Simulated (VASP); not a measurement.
Input of a VASP 6.6.1 run:

Contents of INCAR:

```
SYSTEM = BP
PREC = Accurate ; ENCUT = 520
EDIFF = 1E-7 ; ISMEAR = 0
SIGMA = 0.05 ; LREAL = .False.
LASPH = .True. ; NELM = 100
ALGO = Normal ; ISIF = 2
LWAVE = .False. ; LCHARG = .False.
GGA = PE ; NBANDS = 11
```

Contents of KPOINTS:

```
regular mesh
0
Gamma
  10 10 10
  0 0 0
```

The input POSCAR:

```
BP
1.0
    0.0000000000      2.1782400000      2.2690000000
    2.1782400000      0.0000000000      2.2690000000
    2.1782400000      2.1782400000      0.0000000000
B P
1 1
Direct
    0.0000000000      0.0000000000      0.0000000000
    0.7500000000      0.7500000000      0.7500000000
```

Potentials or basis: VASP PAW PBE potentials, release 64 (B, P).

Launch:

```console
$ cat potpaw_PBE.64/B/POTCAR potpaw_PBE.64/P/POTCAR > POTCAR
$ mpirun -np 1 vasp_std > vasp.out
```

What does it give for the pressure?

16.6 GPa.

What does it give for the band gap on the k mesh?

0.81 eV, indirect (least direct gap 3.33 eV).

Stress tensor (GPa, compression positive):
```
20.70  0.00  0.00
 0.00 20.70  0.00
 0.00  0.00  8.37
```

Caveat: the cell differs from its parent crystal (strain -0.040 along x and y, +0.000 along z). A k mesh can miss the band edges.
